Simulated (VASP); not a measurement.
# InSb3 (Fm-3m) in VASP: density of states with PBE+D3(BJ)

Aim: the density of states of InSb3 with PBE+D3(BJ).

Program: VASP 6.6.1. These are calculated values, not measurements. Logs are shortened: lines on timing, memory, paths and dates and some standing lists are left out, and cuts for length are marked.

### 1 The cell of the first run

Symmetry: Fm-3m, No. 225, cubic system. Conventional cell: a = 7.456 Å, b = 7.456 Å, c = 7.456 Å, α = 90.00°, β = 90.00°, γ = 90.00°. Within 4.2 Å of In (site symmetry m-3m) lie 14 Sb at 3.23 to 3.73 Å. Within 4.2 Å of Sb (site symmetry -43m) lie 4 In at 3.23 Å and 10 Sb at 3.23 to 3.73 Å. Sb (site symmetry m-3m) has 8 Sb at 3.23 Å and 6 In at 3.73 Å within 4.2 Å.

### 2 Density of states, PBE+D3(BJ)

Input file POSCAR:

```
InSb3
1.0
    0.0000000000      3.7279225309      3.7279225309
    3.7279225309      0.0000000000      3.7279225309
    3.7279225309      3.7279225309      0.0000000000
In Sb
1 3
Direct
    0.0000000000      0.0000000000      0.0000000000
    0.2500000000      0.2500000000      0.2500000000
    0.7500000000      0.7500000000      0.7500000000
    0.5000000000      0.5000000000      0.5000000000
```

Input file INCAR.step1:

```
ALGO = Normal ; EDIFF = 1E-7
ENCUT = 520 ; GGA = PE
ISIF = 2 ; ISMEAR = 0
IVDW = 12 ; LASPH = T
LCHARG = T ; LREAL = F
LWAVE = F ; NBANDS = 22
NELM = 100 ; PREC = Accurate
SIGMA = 0.1
```

Input file KPOINTS.step1:

```
k-points
0
Gamma
  10 10 10
```

Input file INCAR.step2:

```
ALGO = Normal ; EDIFF = 1E-7
ENCUT = 520 ; GGA = PE
ICHARG = 11 ; ISIF = 2
ISMEAR = -5 ; IVDW = 12
LASPH = T ; LCHARG = F
LORBIT = 10 ; LREAL = F
LWAVE = F ; NEDOS = 2001
NELM = 100 ; PREC = Accurate
SIGMA = 0.1
```

Input file KPOINTS.step2:

```
k-points
0
Gamma
  15 15 15
```

Potentials or basis: VASP PAW PBE potentials, release 64 (In_d, Sb).

Command:

```sh
$ cat potpaw_PBE.64/In_d/POTCAR potpaw_PBE.64/Sb/POTCAR > POTCAR
$ cp INCAR.step1 INCAR
$ cp KPOINTS.step1 KPOINTS
$ mpirun -np 1 vasp_std > vasp.out
$ cp INCAR.step2 INCAR
$ cp KPOINTS.step2 KPOINTS
$ mpirun -np 1 vasp_std > vasp.out
```

OUTCAR:

```text
EDIFF = 1E-7
   ENCUT = 520
   GGA = PE
   ICHARG = 11
   ISIF = 2
   ISMEAR = -5
   IVDW = 12
   LASPH = T
   LORBIT = 10
   LREAL = F
   NELM = 100
   PREC = Accurate
 IVDW          = 12

 ion  position               nearest neighbor table
   1  0.000  0.000  0.000-   3 3.23   3 3.23   3 3.23   2 3.23   3 3.23   2 3.23   2 3.23   2 3.23
                             4 3.73   4 3.73   4 3.73   4 3.73   4 3.73   4 3.73
   2  0.250  0.250  0.250-   1 3.23   1 3.23   1 3.23   1 3.23   4 3.23   4 3.23   4 3.23   4 3.23
                             3 3.73   3 3.73   3 3.73   3 3.73   3 3.73   3 3.73
   3  0.750  0.750  0.750-   4 3.23   4 3.23   4 3.23   1 3.23   4 3.23   1 3.23   1 3.23   1 3.23
                             2 3.73   2 3.73   2 3.73   2 3.73   2 3.73   2 3.73
   4  0.500  0.500  0.500-   2 3.23   2 3.23   2 3.23   2 3.23   3 3.23   3 3.23   3 3.23   3 3.23
                             1 3.73   1 3.73   1 3.73   1 3.73   1 3.73   1 3.73

  LATTYP: Found a face centered cubic cell.
 ALAT       =     7.4558450618

  Lattice vectors:

 A1 = (   0.0000000000,   3.7279225309,   3.7279225309)
 A2 = (   3.7279225309,   0.0000000000,   3.7279225309)
 A3 = (   3.7279225309,   3.7279225309,   0.0000000000)

Analysis of symmetry for initial positions (statically):
=====================================================================
 Subroutine PRICEL returns:
 Original cell was already a primitive cell.

 Routine SETGRP: Setting up the symmetry group for a
 face centered cubic supercell.

 Subroutine GETGRP returns: Found 48 space group operations
[... 9 lines left out ...]

 Routine SETGRP: Setting up the symmetry group for a
 face centered cubic supercell.

 Subroutine GETGRP returns: Found 48 space group operations
[... 11 lines left out ...]
                                     Primitive cell

  volume of cell :     103.6169

  direct lattice vectors                    reciprocal lattice vectors
     0.000000000  3.727922531  3.727922531    -0.134122959  0.134122959  0.134122959
     3.727922531  0.000000000  3.727922531     0.134122959 -0.134122959  0.134122959
     3.727922531  3.727922531  0.000000000     0.134122959  0.134122959 -0.134122959

  length of vectors
     5.272078603  5.272078603  5.272078603     0.232307779  0.232307779  0.232307779

  position of ions in fractional coordinates (direct lattice)
     0.000000000  0.000000000  0.000000000
     0.250000000  0.250000000  0.250000000
     0.750000000  0.750000000  0.750000000
     0.500000000  0.500000000  0.500000000

  ion indices of the primitive-cell ions
   primitive index   ion index
                 1           1
                 2           2
                 3           3
                 4           4

----------------------------------------------------------------------------------------

 KPOINTS: k-points

Automatic generation of k-mesh.
 Grid dimensions read from file:
 generate k-points for:   15   15   15

 Generating k-lattice:

  Cartesian coordinates                     Fractional coordinates (reciprocal lattice)
    -0.008941531  0.008941531  0.008941531     0.066666667  0.000000000  0.000000000
     0.008941531 -0.008941531  0.008941531     0.000000000  0.066666667  0.000000000
     0.008941531  0.008941531 -0.008941531     0.000000000  0.000000000  0.066666667

  Length of vectors
     0.015487185  0.015487185  0.015487185

  Shift w.r.t. Gamma in fractional coordinates (k-lattice)
     0.000000000  0.000000000  0.000000000

 TETIRR: Found    484 inequivalent tetrahedra from    20250

 Subroutine IBZKPT returns following result:
 ===========================================

 Found    120 irreducible k-points:

 Following reciprocal coordinates:
            Coordinates               Weight
  0.000000  0.000000  0.000000      1.000000
  0.066667  0.000000  0.000000      8.000000
  0.133333  0.000000  0.000000      8.000000
  0.200000  0.000000  0.000000      8.000000
  0.266667  0.000000  0.000000      8.000000
  0.333333  0.000000  0.000000      8.000000
[... 16 lines left out ...]
  0.133333  0.133333  0.000000      6.000000
  0.200000  0.133333  0.000000     24.000000
 [... further k-points ...]
   k-points           NKPTS =    120   k-points in BZ     NKDIM =    120   number of bands    NBANDS=     18
   number of dos      NEDOS =   2001   number of ions     NIONS =      4
   total plane-waves  NPLWV =  64000
   dimension x,y,z NGX =    40 NGY =   40 NGZ =   40
   dimension x,y,z NGXF=    80 NGYF=   80 NGZF=   80
   ions per type =               1   3
   NGX,Y,Z   is equivalent  to a cutoff of  12.61, 12.61, 12.61 a.u.
   NGXF,Y,Z  is equivalent  to a cutoff of  25.23, 25.23, 25.23 a.u.
 SYSTEM =  unknown system
   PREC   = accura    normal or accurate (medium, high low for compatibility)
   ISTART =      0    job   : 0-new  1-cont  2-samecut
   ICHARG =     11    charge: 1-file 2-atom 10-const
   ISPIN  =      1    spin polarized calculation?
   LNONCOLLINEAR =      F non collinear calculations
   LSORBIT =      F    spin-orbit coupling
   LASPH  =      T    aspherical Exc in radial PAW
   ENCUT  =  520.0 eV  38.22 Ry    6.18 a.u.   9.80  9.80  9.80*2*pi/ulx,y,z
   NELM   =    100;   NELMIN=  2; NELMDL=  0     # of ELM steps
   EDIFF  = 0.1E-06   stopping-criterion for ELM
   LREAL  =      F    real-space projection
   EDIFFG = 0.1E-05   stopping-criterion for IOM
   NSW    =      0    number of steps for IOM
   IBRION =     -1    ionic relax: 0-MD 1-quasi-New 2-CG
   NFREE  =      0    steps in history (QN), initial steepest desc. (CG)
   ISIF   =      2    stress and relaxation
   ISYM   =      2    0-nonsym 1-usesym 2-fastsym
   POTIM  = 0.5000    time-step for ionic-motion
   TEBEG  =    0.0;   TEEND  =   0.0 temperature during run
   PSTRESS=    0.0 pullay stress
   NELECT =      28.0000    total number of electrons
   NUPDOWN=      -1.0000    fix difference up-down
   EMIN   =  10.00;   EMAX   =-10.00  energy-range for DOS
   EFERMI =   0.00;   METHOD = LEGACY
   ISMEAR =    -5;   SIGMA  =   0.10  broadening in eV -4-tet -1-fermi 0-gaus
   EFERMI_NEDOS =   21; number of points for ismear=-14 and -15
   IALGO  =     38    algorithm
   IMIX   =      4    mixing-type and parameters
     AMIX     =   0.40;   BMIX     =  1.00
     AMIX_MAG =   1.60;   BMIX_MAG =  1.00
  volume/ion in A,a.u.               =      25.90       174.81
  Fermi-wavevector in a.u.,A,eV,Ry     =   1.058402  2.000090 15.241446  1.120215
  Thomas-Fermi vector in A             =   2.193710
   LORBIT       =     10    0 simple, 1 ext, 2 COOP (PROOUT), +10 PAW based schemes
   GGA     = PE    functional components
   LHFCALC =     F    Hartree Fock is set to
   AEXX    =    0.0000 exact exchange contribution
   IVDW    =    12    specifies the selected vdW correction
   LEPSILON=     F    determine dielectric tensor
   LRPA    =     F    only Hartree local field effects (RPA)
 non-spin polarized calculation
 Fermi weights with tetrahedron method with Bloechl corrections
  energy-cutoff  :      520.00
  volume of cell :      103.62
 maximum number of plane-waves:      2812

 number of electron      28.0000004 magnetization

 Free energy of the ion-electron system (eV)
  ---------------------------------------------------
  ext. energy  EPLUGINS =         0.00000000
  ---------------------------------------------------
  free energy    TOTEN  =       -14.22738180 eV

  energy without entropy =      -14.22738180  energy(sigma->0) =      -14.22738180

 E-fermi :   8.6234     XC(G=0): -10.3773

 val. band max:        8.7126306034   @ k =  -0.4667   0.4667   0.0000
 cond. band min:       8.5359440577   @ k =   0.2000   0.0667   0.0000
 fundamental gap:     -0.1766865457
 Fermi energy:         8.6233559599

 k-point     1 :       0.0000    0.0000    0.0000
  band No.  band energies     occupation
      1      -5.9076      2.00000
      2      -5.9076      2.00000
      3      -5.9076      2.00000
      4      -5.8691      2.00000
      5      -5.8691      2.00000
      6      -3.9775      2.00000
[... 10 lines left out ...]
     17       7.8674      2.00000
     18       7.8674      2.00000

 k-point     2 :       0.0667    0.0000    0.0000
  band No.  band energies     occupation
      1      -5.9084      2.00000
      2      -5.9073      2.00000
      3      -5.9073      2.00000
      4      -5.8692      2.00000
      5      -5.8692      2.00000
      6      -3.9427      2.00000
[... 10 lines left out ...]
     17       7.8548      2.00000
     18       8.3168      1.83976

 k-point     3 :       0.1333    0.0000    0.0000
  band No.  band energies     occupation
      1      -5.9106      2.00000
      2      -5.9063      2.00000
      3      -5.9063      2.00000
      4      -5.8695      2.00000
      5      -5.8695      2.00000
      6      -3.8386      2.00000
[... 10 lines left out ...]
     17       7.9068      2.00000
     18       9.2027     -0.09811

 k-point     4 :       0.2000    0.0000    0.0000
  band No.  band energies     occupation
      1      -5.9141      2.00000
      2      -5.9049      2.00000
      3      -5.9049      2.00000
      4      -5.8699      2.00000
      5      -5.8699      2.00000
      6      -3.6658      2.00000
[... 10 lines left out ...]
     17       8.5877      0.84888
     18      10.2169      0.00000

 k-point     5 :       0.2667    0.0000    0.0000
  band No.  band energies     occupation
      1      -5.9184      2.00000
      2      -5.9035      2.00000
      3      -5.9035      2.00000
      4      -5.8702      2.00000
      5      -5.8702      2.00000
      6      -3.4264      2.00000
[... 10 lines left out ...]
     17       9.5969     -0.00115
     18      11.1062      0.00000

 k-point     6 :       0.3333    0.0000    0.0000
  band No.  band energies     occupation
      1      -5.9227      2.00000
      2      -5.9022      2.00000
      3      -5.9022      2.00000
      4      -5.8704      2.00000
      5      -5.8704      2.00000
      6      -3.1263      2.00000
[... 10 lines left out ...]
     17      10.6242      0.00000
     18      10.9039      0.00000

 k-point     7 :       0.4000    0.0000    0.0000
  band No.  band energies     occupation
      1      -5.9262      2.00000
      2      -5.9014      2.00000
      3      -5.9014      2.00000
      4      -5.8705      2.00000
      5      -5.8705      2.00000
      6      -2.7830      2.00000
[... 10 lines left out ...]
     17       9.9842      0.00000
     18      11.6146      0.00000

 k-point     8 :       0.4667    0.0000    0.0000
  band No.  band energies     occupation
      1      -5.9282      2.00000
      2      -5.9009      2.00000
      3      -5.9009      2.00000
      4      -5.8704      2.00000
      5      -5.8704      2.00000
      6      -2.4700      2.00000
[... 10 lines left out ...]
     17      10.5298      0.00000
     18      11.8693      0.00000
[... 229 lines left out ...]
     17       9.9238      0.00000
     18      11.1360      0.00000

 k-point    20 :      -0.2000    0.0667    0.0000
  band No.  band energies     occupation
      1      -5.9156      2.00000
      2      -5.9044      2.00000
      3      -5.9044      2.00000
      4      -5.8708      2.00000
      5      -5.8696      2.00000
      6      -3.5624      2.00000
[... 10 lines left out ...]
     17       9.0604     -0.13229
     18      10.5311      0.00000

 k-point    21 :      -0.1333    0.0667    0.0000
  band No.  band energies     occupation
      1      -5.9122      2.00000
      2      -5.9058      2.00000
      3      -5.9055      2.00000
      4      -5.8702      2.00000
      5      -5.8693      2.00000
      6      -3.7577      2.00000
[... 10 lines left out ...]
     17       8.5896      1.07779
     18       9.5399      0.00000

 k-point    22 :      -0.0667    0.0667    0.0000
  band No.  band energies     occupation
      1      -5.9097      2.00000
      2      -5.9068      2.00000
      3      -5.9065      2.00000
      4      -5.8697      2.00000
      5      -5.8691      2.00000
      6      -3.8848      2.00000
[... 10 lines left out ...]
     17       8.2438      2.10412
     18       8.7070      0.43600

 k-point    23 :       0.1333    0.1333    0.0000
  band No.  band energies     occupation
      1      -5.9127      2.00000
      2      -5.9052      2.00000
      3      -5.9052      2.00000
      4      -5.8711      2.00000
      5      -5.8685      2.00000
      6      -3.7922      2.00000
[... 10 lines left out ...]
     17       8.5777      1.00268
     18       8.6251      0.14461

 k-point    24 :       0.2000    0.1333    0.0000
  band No.  band energies     occupation
      1      -5.9153      2.00000
      2      -5.9042      2.00000
      3      -5.9038      2.00000
      4      -5.8721      2.00000
      5      -5.8684      2.00000
      6      -3.6653      2.00000
[... 10 lines left out ...]
     17       8.9411     -0.04476
     18       9.5276      0.00000

 [... further k-points ...]

------------------------ aborting loop because EDIFF is reached ----------------------------------------

 Edisp (eV)   -1.95547

 E8    (eV) :    -0.9171

  FORCE on cell =-STRESS in cart. coord.  units (eV):
  Direction    XX          YY          ZZ          XY          YZ          ZX
  --------------------------------------------------------------------------------------
  -------------------------------------------------------------------------------------
  Total      -0.21876    -0.21876    -0.21876     0.00000    -0.00000     0.00000
  in kB      -3.38262    -3.38262    -3.38262     0.00000    -0.00000     0.00000
  external pressure =       -3.38 kB  Pullay stress =        0.00 kB

 VOLUME and BASIS-vectors are now :
 -----------------------------------------------------------------------------
  energy-cutoff  :      520.00
  volume of cell :      103.62
      direct lattice vectors                 reciprocal lattice vectors
     0.000000000  3.727922531  3.727922531    -0.134122959  0.134122959  0.134122959
     3.727922531  0.000000000  3.727922531     0.134122959 -0.134122959  0.134122959
     3.727922531  3.727922531  0.000000000     0.134122959  0.134122959 -0.134122959

 POSITION                                       TOTAL-FORCE (eV/Angst)
 -----------------------------------------------------------------------------------
      0.00000      0.00000      0.00000        -0.000000      0.000000     -0.000000
      1.86396      1.86396      1.86396         0.000000      0.000000      0.000000
      5.59188      5.59188      5.59188        -0.000000     -0.000000     -0.000000
      3.72792      3.72792      3.72792        -0.000000      0.000000     -0.000000
 -----------------------------------------------------------------------------------
    total drift:                               -0.000000      0.000000      0.000000

  FREE ENERGIE OF THE ION-ELECTRON SYSTEM (eV)
  ---------------------------------------------------
  free  energy   TOTEN  =       -16.1828547353 eV

  energy  without entropy=      -16.1828547353  energy(sigma->0) =      -16.18285474

 total charge

# of ion       s       p       d       tot
------------------------------------------
    1        0.984   0.491   9.862  11.337
    2        1.237   1.096   0.038   2.371
    3        1.237   1.096   0.038   2.371
    4        1.248   1.040   0.045   2.333
--------------------------------------------------
tot          4.706   3.723   9.984  18.412
```

Wall time 2.7 min (1 thread of Intel Xeon Platinum 8488C (Sapphire Rapids), shared host); peak memory 0.4 GiB.

What came out:

```yaml
Valence_electrons_inside_the_program's_atomic_spheres: In 11.34; Sb 2.37, 2.33
Dispersion_energy_per_atom: -0.489 eV
```

Caveat: the bands computed are all filled at some k points, so no gap is given; spin-orbit coupling is left out, which moves the levels of the heavy elements.
